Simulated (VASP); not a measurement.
# FeO (Wuestite) (R-3m) in VASP: further runs, part 2 of 2

VASP 6.6.1. The steps go on from the part before.

## 6. Single point, LDA, collinear spin, ferromagnetic start

This run uses another cell than the first one, of 9.87 Å³/atom, 0.980 times its volume.

Input file INCAR:

```
SYSTEM = FeO
PREC     = Accurate       ! precision mode
ENCUT    = 520            ! plane-wave cutoff, eV
EDIFF    = 1E-6           ! SCF threshold, eV
ISMEAR   = -1             ! smearing method
SIGMA    = 0.05           ! smearing width, eV
LREAL    = .False.        ! projectors in reciprocal space
LASPH    = .True.         ! aspherical terms in the spheres
NELM     = 150            ! most SCF steps
ALGO     = Normal         ! electronic algorithm
ISIF     = 2              ! what is computed and relaxed
LWAVE    = .False.        ! write WAVECAR
LCHARG   = .False.        ! write CHGCAR
ISPIN    = 2              ! spin polarisation
MAGMOM   = 3 0            ! initial moments
LORBIT   = 11             ! projections on sites
LMAXMIX  = 4              ! l up to which the mixer works
NBANDS   = 18             ! bands
```

Input file KPOINTS:

```
regular mesh
0
Gamma
  9 9 9
  0 0 0
```

Input file POSCAR:

```
FeO
1.0
    1.5086271663      0.8710063006      2.5026668604
   -1.5086271663      0.8710063006      2.5026668604
    0.0000000000     -1.7420126011      2.5026668604
Fe O
1 1
Direct
    0.0000000000      0.0000000000      0.0000000000
    0.5000000000      0.5000000000      0.5000000000
```

Potentials or basis: VASP PAW LDA potentials, release 64 (Fe, O).

On the command line:

```bash
> cat potpaw_LDA.64/Fe/POTCAR potpaw_LDA.64/O/POTCAR > POTCAR
> mpirun -np 1 vasp_std > vasp.out
```

OUTCAR:

```text
SYSTEM = FeO
   PREC = Accurate
   ENCUT = 520
   EDIFF = 1E-6
   ISMEAR = -1
   LREAL = .False.
   LASPH = .True.
   NELM = 150
   ISIF = 2
   ISPIN = 2
   LORBIT = 11

 ion  position               nearest neighbor table
   1  0.000  0.000  0.000-   2 2.14   2 2.14   2 2.14   2 2.14   2 2.14   2 2.14
   2  0.500  0.500  0.500-   1 2.14   1 2.14   1 2.14   1 2.14   1 2.14   1 2.14

  LATTYP: Found a trigonal (rhomboedric) cell.
 ALAT       =     3.0492538951
 COS(alpha) =     0.5104391626

  Lattice vectors:

 A1 = (   1.5086271663,   0.8710063006,   2.5026668604)
 A2 = (  -1.5086271663,   0.8710063006,   2.5026668604)
 A3 = (   0.0000000000,  -1.7420126011,   2.5026668604)

Analysis of symmetry for initial positions (statically):
=====================================================================
 Subroutine PRICEL returns:
 Original cell was already a primitive cell.

 Routine SETGRP: Setting up the symmetry group for a
 trigonal (rhombohedral) supercell.

 Subroutine GETGRP returns: Found 12 space group operations
 (whereof 12 operations were pure point group operations)
 out of a pool of 12 trial point group operations.

The static configuration has the point symmetry D_3d.

Analysis of symmetry for dynamics (positions and initial velocities):
=====================================================================
 Subroutine PRICEL returns:
 Original cell was already a primitive cell.

 Routine SETGRP: Setting up the symmetry group for a
 trigonal (rhombohedral) supercell.

 Subroutine GETGRP returns: Found 12 space group operations
 (whereof 12 operations were pure point group operations)
 out of a pool of 12 trial point group operations.

The dynamic configuration has the point symmetry D_3d.

Analysis of structural, dynamic, and magnetic symmetry:
=====================================================================
 Subroutine PRICEL returns:
 Original cell was already a primitive cell.

 Routine SETGRP: Setting up the symmetry group for a
 trigonal (rhombohedral) supercell.

[... 139 lines left out ...]
   NGX = 11   NGY = 11   NGZ = 11

 number of electron      13.9999997 magnetization       3.9689172

 Free energy of the ion-electron system (eV)
  ---------------------------------------------------
  ext. energy  EPLUGINS =         0.00000000
  ---------------------------------------------------
  free energy    TOTEN  =       -16.43397306 eV

  energy without entropy =      -16.42131134  energy(sigma->0) =      -16.42764220

 E-fermi :   5.9568     XC(G=0): -12.7046

 val. band max:        5.9565666021   @ k =   0.2222   0.1111  -0.0000
 cond. band min:       6.0125547658   @ k =   0.1111   0.1111  -0.0000
 fundamental gap:      0.0559881637
 Fermi energy:         5.9567608950

 spin component 1

 k-point     1 :       0.0000    0.0000    0.0000
  band No.  band energies     occupation
      1     -14.5121      1.00000
      2       2.1231      1.00000
      3       2.2268      1.00000
      4       2.2268      1.00000
      5       2.3138      1.00000
      6       2.3823      1.00000
[... 493 lines left out ...]
     17      35.9433      0.00000
     18      35.9581      0.00000

 [... further k-points ...]

 spin component 2

 k-point     1 :       0.0000    0.0000    0.0000
  band No.  band energies     occupation
      1     -13.9415      1.00000
      2       2.7287      1.00000
      3       2.8357      1.00000
      4       2.8357      1.00000
      5       5.1515      1.00000
      6       5.2416      1.00000
[... 493 lines left out ...]
     17      36.3164      0.00000
     18      36.3237      0.00000

 [... further k-points ...]
[... 5 lines left out ...]
  --------------------------------------------------------------------------------------
  -------------------------------------------------------------------------------------
  Total       -1.5833136     -1.5833136     -1.7309428      0.0000000     -0.0000000     -0.0000000
  in kB     -128.5641841   -128.5641841   -140.5515963      0.0000000     -0.0000000     -0.0000000
  external PRESSURE =    -132.5599882 kB  Pullay stress =       0.0000000 kB

 VOLUME and BASIS-vectors are now :
 -----------------------------------------------------------------------------
  energy-cutoff  :      520.00
  volume of cell :       19.73
      direct lattice vectors                 reciprocal lattice vectors
     1.508627166  0.871006301  2.502666860     0.331427149  0.191349553  0.133191252
    -1.508627166  0.871006301  2.502666860    -0.331427149  0.191349553  0.133191252
     0.000000000 -1.742012601  2.502666860     0.000000000 -0.382699107  0.133191252

 POSITION                                       TOTAL-FORCE (eV/Angst)
 -----------------------------------------------------------------------------------
      0.00000      0.00000      0.00000        -0.000000     -0.000000     -0.000000
      0.00000      0.00000      3.75400         0.000000      0.000000      0.000000
 -----------------------------------------------------------------------------------
    total drift:                               -0.000000      0.000000     -0.000000

  FREE ENERGIE OF THE ION-ELECTRON SYSTEM (eV)
  ---------------------------------------------------
  free  energy   TOTEN  =       -16.4339730617 eV

  energy  without entropy=      -16.4213113441  energy(sigma->0) =      -16.42764220

 total charge

# of ion       s       p       d       tot
------------------------------------------
    1        0.297   0.374   6.120   6.792
    2        1.544   3.415   0.000   4.959
--------------------------------------------------
tot          1.841   3.789   6.120  11.751

 magnetization (x)

# of ion       s       p       d       tot
------------------------------------------
    1        0.024   0.021   3.506   3.552
    2        0.031   0.283   0.000   0.314
--------------------------------------------------
tot          0.055   0.304   3.506   3.865
```

stdout:

```text
POSCAR found type information on POSCAR FeO
 POSCAR found :  2 types and       2 ions
 scaLAPACK will be used
 LDA part: xc-table for (Slater(with rela. corr.)+CA(PZ))
 , standard interpolation
 POSCAR, INCAR and KPOINTS ok, starting setup
 FFT: planning ... GRIDC
 FFT: planning ... GRID_SOFT
 FFT: planning ... GRID
 WAVECAR not read
 entering main loop
```

Wall time 37 s (1 thread of Intel Xeon Platinum 8488C (Sapphire Rapids), shared host); peak memory 0.16 GiB.

What came out:

```yaml
Free_energy: -16.4340 eV
Pressure: -13.3 GPa
Band_gap_on_the_k_mesh: zero (filled and empty bands overlap)
Net_moment: 3.97 μB per cell
Site_moments: Fe +3.55; O +0.31 μB
Valence_electrons_inside_the_program's_atomic_spheres: Fe 6.79; O 4.96
```

Caveat: a cell with one magnetic atom can't hold antiferromagnetic order, which such compounds often take; semilocal functionals often make such compounds metallic where correlation or magnetic order opens a gap, which also shifts bond lengths.

## 7. Summary

| level | potentials or basis | cell | k mesh | gap on the mesh (eV) | pressure (GPa) | moment (μB) |
| --- | --- | --- | --- | --- | --- | --- |
| PBE | VASP PAW PBE potentials, release 64 (Fe, O) | a = 3.070 Å, angles 59.3°, 2 atoms | 11 × 11 × 11 | none | -1.2 | 4.00 |
| PBEsol | VASP PAW PBE potentials, release 64 (Fe, O) | a = 3.130 Å, angles 59.3°, 2 atoms | 11 × 11 × 11 | none | -17.8 | 4.00 |
| LDA | VASP PAW LDA potentials, release 64 (Fe, O) | a = 3.007 Å, angles 59.3°, 2 atoms | 9 × 9 × 9 | none | -7.4 | 3.84 |
| LDA | VASP PAW LDA potentials, release 64 (Fe, O) | a = 3.028 Å, angles 59.3°, 2 atoms | 9 × 9 × 9 | none | -10.3 | 3.92 |
| LDA | VASP PAW LDA potentials, release 64 (Fe, O) | a = 3.049 Å, angles 59.3°, 2 atoms | 9 × 9 × 9 | none | -13.3 | 3.97 |

Alike in all rows: task single point; spin collinear, ferromagnetic start; cutoff (eV) 520; smearing fermi-dirac 0.05 eV.

Caveats: a cell with one magnetic atom can't hold antiferromagnetic order, which such compounds often take; semilocal functionals often make such compounds metallic where correlation or magnetic order opens a gap, which also shifts bond lengths; the PAW data sets were made with another functional, which shifts forces and pressure a little (some runs).

Absolute energies hang on the potentials; compare differences alone.
